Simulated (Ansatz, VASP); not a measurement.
# SnI4O12: VASP beside Ansatz

```
CELL_PARAMETERS angstrom
4.97186 0.00000 0.00000
0.10442 6.17344 0.00000
0.19467 0.33049 8.23540
ATOMIC_POSITIONS crystal
Sn 0.00000 0.00000 0.50000
I 0.50440 0.77478 0.23302
I 0.49560 0.22522 0.76698
I 0.98671 0.70234 0.84457
I 0.01329 0.29766 0.15543
O 0.79621 0.95399 0.28955
O 0.20379 0.04601 0.71045
O 0.31503 0.79698 0.42884
O 0.68497 0.20302 0.57116
O 0.84449 0.74016 0.63567
O 0.15551 0.25984 0.36433
O 0.82984 0.43157 0.88699
O 0.17016 0.56843 0.11301
O 0.66643 0.52121 0.28776
O 0.33357 0.47879 0.71224
O 0.72396 0.86315 0.94638
O 0.27604 0.13685 0.05362
```

Change from the starting cell: volume scaled by 0.95, ions relaxed.

Alike in both runs: functional PBE; k mesh 4 × 4 × 3; occupations fermi-dirac, width 0.02 eV; no spin polarisation.

Ansatz relaxed the structure, and its values are those at the end. VASP's run is a single point on that final structure, the one shown.

```csv
,VASP,Ansatz
version,VASP 6.6.1,Ansatz 0.2.0
potentials or method,"VASP PAW PBE potentials, release 64 (Sn_d, I, O)","plane-wave PAW, scalar-relativistic"
plane-wave cutoff (eV),520,420
valence electrons in the cell,114,154
```

Ansatz gave:

| Property | Result |
| --- | --- |
| gap on the k mesh at the Fermi level (eV) | 2.79 |
| pressure (GPa) | 4.8 |
| rms of the force components (eV/Å) | 0.004 |

Task: Estimate VASP's values.

Result: gap on the k mesh at the Fermi level (eV): 2.77; pressure (GPa): 4.4; rms of the force components (eV/Å): 0.034.

VASP's potentials hold 114 valence electrons a cell and Ansatz's 154, so a difference there can come from the potentials and not from the codes. Ansatz's warnings: stress scf threshold loose.

Spin-orbit coupling is off throughout.
